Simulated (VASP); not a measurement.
# BN (P6_3/mmc) in VASP: phonons with PBE+D3(BJ)

Aim: the phonons of BN with PBE+D3(BJ).

All numbers are computed with VASP 6.6.1; they aren't measurements. Logs are shortened: lines on timing, memory, paths and dates and some standing lists are left out, and cuts for length are marked.

## (1) The cell of the first run

It takes space group P6_3/mmc (No. 194, hexagonal). The conventional cell has a = 2.504 Å, b = 2.504 Å, c = 6.661 Å, α = 90.00°, β = 90.00°, γ = 120.00°. Within 1.9 Å of B (site symmetry -6m2) lie 3 N at 1.45 Å. Within 1.9 Å of N (site symmetry -6m2) lie 3 B at 1.45 Å.

## (2) Phonons, PBE+D3(BJ)

File INCAR:

```
PREC = Accurate
ENCUT = 520
EDIFF = 1E-8
ISMEAR = 0
SIGMA = 0.01
LREAL = False
LASPH = True
NELM = 60
ALGO = Normal
ISIF = 2
LWAVE = False
LCHARG = False
GGA = PE
IVDW = 12
IBRION = 6
NFREE = 2
POTIM = 0.015
NSW = 1
```

File KPOINTS:

```
Automatic mesh
0
Gamma
  12 12 4
```

File POSCAR:

```
BN
1.0
    2.5040000000      0.0000000000      0.0000000000
   -1.2520000000      2.1685276000      0.0000000000
    0.0000000000      0.0000000000      6.6610000000
B N
2 2
Direct
    0.3333333333      0.6666666667      0.2500000000
    0.6666666667      0.3333333333      0.7500000000
    0.6666666667      0.3333333333      0.2500000000
    0.3333333333      0.6666666667      0.7500000000
```

Potentials or basis: VASP PAW PBE potentials, release 64 (B, N).

The run is started by

```bash
cat potpaw_PBE.64/B/POTCAR potpaw_PBE.64/N/POTCAR > POTCAR
mpirun -np 1 vasp_std > vasp.out
```

OUTCAR:

```text
PREC = Accurate
   ENCUT = 520
   EDIFF = 1E-8
   ISMEAR = 0
   LREAL = False
   LASPH = True
   NELM = 60
   ISIF = 2
   GGA = PE
   IVDW = 12
   IBRION = 6
   NFREE = 2
   POTIM = 0.015
   NSW = 1
 IVDW          = 12

 ion  position               nearest neighbor table
   1  0.333  0.667  0.250-   3 1.45   3 1.45   3 1.45
   2  0.667  0.333  0.750-   4 1.45   4 1.45   4 1.45
   3  0.667  0.333  0.250-   1 1.45   1 1.45   1 1.45
   4  0.333  0.667  0.750-   2 1.45   2 1.45   2 1.45

  LATTYP: Found a hexagonal cell.
 ALAT       =     2.5040000000
 C/A-ratio  =     2.6601437700

  Lattice vectors:

 A1 = (   2.5040000000,   0.0000000000,   0.0000000000)
 A2 = (  -1.2520000000,   2.1685276000,   0.0000000000)
 A3 = (   0.0000000000,   0.0000000000,   6.6610000000)

Analysis of symmetry for initial positions (statically):
=====================================================================
 Subroutine PRICEL returns:
 Original cell was already a primitive cell.

 Routine SETGRP: Setting up the symmetry group for a
 hexagonal supercell.

 Subroutine GETGRP returns: Found 24 space group operations
 (whereof 12 operations were pure point group operations)
 out of a pool of 24 trial point group operations.

The static configuration has the point symmetry D_3d.
 The point group associated with its full space group is D_6h.

Analysis of symmetry for dynamics (positions and initial velocities):
=====================================================================
 Subroutine PRICEL returns:
 Original cell was already a primitive cell.

 Routine SETGRP: Setting up the symmetry group for a
 hexagonal supercell.

 Subroutine GETGRP returns: Found 24 space group operations
 (whereof 12 operations were pure point group operations)
 out of a pool of 24 trial point group operations.

The dynamic configuration has the point symmetry D_3d.
 The point group associated with its full space group is D_6h.

 Subroutine INISYM returns: Found 24 space group operations
 (whereof 12 operations are pure point group operations),
 and found     1 'primitive' translations

[... 147 lines left out ...]

  energy without entropy =      -35.15477485  energy(sigma->0) =      -35.15477485

------------------------ aborting loop because EDIFF is reached ----------------------------------------

 Edisp (eV)   -0.56244

 E8    (eV) :    -0.1646
[... 327 lines left out ...]
--------------------------------------- Ionic step        9  -------------------------------------------

 number of electron      15.9999998 magnetization

 Free energy of the ion-electron system (eV)
  ---------------------------------------------------
  ext. energy  EPLUGINS =         0.00000000
  ---------------------------------------------------
  free energy    TOTEN  =       -35.15324091 eV

  energy without entropy =      -35.15324091  energy(sigma->0) =      -35.15324091

 E-fermi :   2.2956     XC(G=0): -10.0494

 val. band max:        2.2482757808   @ k =   0.3333   0.3333   0.5000
 cond. band min:       6.5282807396   @ k =   0.5000  -0.0000   0.0000
 fundamental gap:      4.2800049587
 Fermi energy:         2.2955772446

 k-point     1 :       0.0000    0.0000    0.0000
  band No.  band energies     occupation
      1     -15.5466      2.00000
      2     -15.2590      2.00000
      3      -3.9514      2.00000
      4      -1.8571      2.00000
      5       0.9188      2.00000
      6       0.9188      2.00000
      7       0.9549      2.00000
      8       0.9549      2.00000
      9       7.4874      0.00000
     10      12.5310      0.00000
     11      13.7985      0.00000
     12      13.7985      0.00000
[... 331 lines left out ...]
 k-point    24 :       0.3333    0.0000    0.2500
  band No.  band energies     occupation
      1     -13.5321      2.00000
      2     -13.3867      2.00000
      3      -4.6365      2.00000
      4      -4.5806      2.00000
      5      -1.3292      2.00000
      6      -1.2870      2.00000
      7      -0.9251      2.00000
      8       0.2707      2.00000
      9       9.1222      0.00000
     10       9.6323      0.00000
     11      11.2238      0.00000
     12      12.4710      0.00000

 [... further k-points ...]

------------------------ aborting loop because EDIFF is reached ----------------------------------------

 Edisp (eV)   -0.56245

 E8    (eV) :    -0.1646
[... 27 lines left out ...]
  FREE ENERGIE OF THE ION-ELECTRON SYSTEM (eV)
  ---------------------------------------------------
  free  energy   TOTEN  =       -35.7156888263 eV

  energy  without entropy=      -35.7156888263  energy(sigma->0) =      -35.71568883

 INTERNAL STRAIN TENSORS FROM DISPLACED ATOMS
 ============================================

 INTERNAL STRAIN TENSOR FOR ION    1 for displacements in x,y,z  (eV/Angst):
          X           Y           Z          XY          YZ          ZX
  --------------------------------------------------------------------------------
  x     0.00000     0.00000     0.00000   -12.57012     0.00000     0.00000
  y   -12.57012    12.57012     0.00000     0.00000     0.00000     0.00000
  z     0.00000     0.00000    -0.00000     0.00000    -0.00000     0.00000

 INTERNAL STRAIN TENSOR FOR ION    4 for displacements in x,y,z  (eV/Angst):
          X           Y           Z          XY          YZ          ZX
  --------------------------------------------------------------------------------
  x    -0.00000     0.00000     0.00000   -12.72764     0.00000     0.00000
  y   -12.72764    12.72764    -0.00000     0.00000     0.00000     0.00000
  z     0.00000     0.00000    -0.00000     0.00000     0.00000     0.00000

 Eigenvectors and eigenvalues of the dynamical matrix
 ----------------------------------------------------

   1 f  =   40.698736 THz   255.717700 2PiTHz 1357.563703 cm-1   168.316372 meV
             X         Y         Z           dx          dy          dz
     -0.000000  1.445685  1.665250    -0.531189   -0.000000    0.000000
      1.252000  0.722843  4.995750    -0.531189   -0.000000    0.000000
      1.252000  0.722843  1.665250     0.466732    0.000000   -0.000000
     -0.000000  1.445685  4.995750     0.466732    0.000000    0.000000
[... 71 lines left out ...]
  12 f/i=    0.001631 THz     0.010248 2PiTHz    0.054405 cm-1     0.006745 meV
             X         Y         Z           dx          dy          dz
     -0.000000  1.445685  1.665250    -0.329262   -0.330795   -0.000000
      1.252000  0.722843  4.995750    -0.329262   -0.330795   -0.000000
      1.252000  0.722843  1.665250    -0.374734   -0.376478   -0.000000
     -0.000000  1.445685  4.995750    -0.374734   -0.376478   -0.000000

 ELASTIC MODULI CONTR FROM IONIC RELAXATION (kBar)
 Direction    XX          YY          ZZ          XY          YZ          ZX
 --------------------------------------------------------------------------------
 XX        -352.8555    352.8555     -0.0000     -0.0000     -0.0000      0.0000
 YY         352.8555   -352.8555      0.0000      0.0000      0.0000      0.0000
 ZZ          -0.0000      0.0000     -0.0000     -0.0000      0.0000      0.0000
 XY          -0.0000      0.0000     -0.0000   -352.8555      0.0000      0.0000
 YZ          -0.0000      0.0000      0.0000      0.0000     -0.0000      0.0000
 ZX           0.0000      0.0000      0.0000      0.0000      0.0000      0.0000
 --------------------------------------------------------------------------------
```

stdout:

```text
POSCAR found type information on POSCAR B N
 POSCAR found :  2 types and       4 ions
 scaLAPACK will be used
 LDA part: xc-table for (Slater+PW92), standard interpolation
 POSCAR, INCAR and KPOINTS ok, starting setup
 FFT: planning ... GRIDC
 FFT: planning ... GRID_SOFT
 FFT: planning ... GRID
 WAVECAR not read
 entering main loop
 Found     4 degrees of freedom:
 Finite differences POTIM= 0.01500 DOF=   4
 bond charge predicted
 Finite differences progress:
 bond charge predicted
 Finite differences progress:
 bond charge predicted
 Finite differences progress:
 bond charge predicted
 Finite differences progress:
 bond charge predicted
 Finite differences progress:
 bond charge predicted
 Finite differences progress:
 bond charge predicted
 Finite differences progress:
 bond charge predicted
 Finite differences progress:
```

Run time: 4.7 min. Hardware: 1 thread of Intel Xeon Platinum 8259CL at 2.50GHz (Skylake/Cascade Lake), shared host; peak memory 0.3 GiB.

What came out:

```yaml
Highest_phonon_frequency_at_Γ_LO-TO_splitting_left_out: 1358 cm⁻¹
Dispersion_energy_per_atom: -0.141 eV
```

Phonon frequencies in cm⁻¹ (negative: imaginary):
```tsv
q point	frequencies
(0.000, 0.000, 0.000)	0 0 0 44 44 114 745 796 1358 1358 1358 1358
```
